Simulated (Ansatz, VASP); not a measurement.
## One calculation of BiTe, two programs

```xyz
4
Lattice="5.5213 0.0000 0.0000 -2.7606 4.7816 0.0000 0.0000 0.0000 6.4562" Properties=species:S:1:pos:R:3 pbc="T T T"
Bi    0.0000    3.1877    1.6140
Bi    2.7606    1.5939    4.8421
Te    0.0000    3.1877    4.8421
Te    2.7606    1.5939    1.6140
```

Alike in both runs: functional PBE; k mesh 6 × 6 × 4; occupations gaussian, width 0.1 eV; no spin polarisation.

Ansatz relaxed the structure, and its values are those at the end. VASP's run is a single point on that final structure, the one shown.

|  | VASP | Ansatz |
| --- | --- | --- |
| version | VASP 6.6.1 | Ansatz 0.2.0 |
| potentials or method | VASP PAW PBE potentials, release 64 (Bi_d, Te), cutoff 520 eV | scalar-relativistic, plane waves, PAW |
| valence electrons in the cell | 42 | 62 |

|  | VASP | Ansatz | Ansatz less VASP |
| --- | --- | --- | --- |
| gap on the k mesh at the Fermi level (eV) | none | none | - |
| pressure (GPa) | -0.2 | -0.1 | +0.05 |

A gap of «none» marks a metal or a gap that the smearing closes. VASP's potentials hold 42 valence electrons a cell and Ansatz's 62, so a difference there can come from the potentials and not from the codes.

Spin-orbit coupling is off throughout.
